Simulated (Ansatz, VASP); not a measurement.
**One calculation of S, two programs**

```
S
1.0
     5.79905    0.00000    0.00000
     0.00000    5.79905    0.00000
     0.00000    0.00000    4.64640
S
4
Direct
  0.32562 0.50000 0.50000
  0.67438 0.50000 0.50000
  0.50000 0.32562 0.00000
  0.50000 0.67438 0.00000
```

Alike in both runs: functional PBE; k mesh 10 × 10 × 10; occupations gaussian, width 0.1 eV; no spin polarisation.

Ansatz relaxed the structure, and its values are those at the end. VASP's run is a single point on that final structure, the one shown.

|  | VASP | Ansatz |
| --- | --- | --- |
| version | VASP 6.6.1 | Ansatz 0.2.0 |
| potentials or method | VASP PAW PBE potentials, release 64 (S), cutoff 520 eV | scalar-relativistic, plane waves, PAW |
| valence electrons in the cell | 24 | 24 |

```tsv
	VASP	Ansatz	Ansatz less VASP
gap on the k mesh at the Fermi level (eV)	0.10	0.10	-0.004
least direct gap on the mesh (eV)	0.21	0.21	-0.004
pressure (GPa)	-0.3	0.0	+0.26
rms of the force components (eV/Å)	0.090	0.001	-0.0885
```

Ansatz's warnings: xc potential rough in thin density.
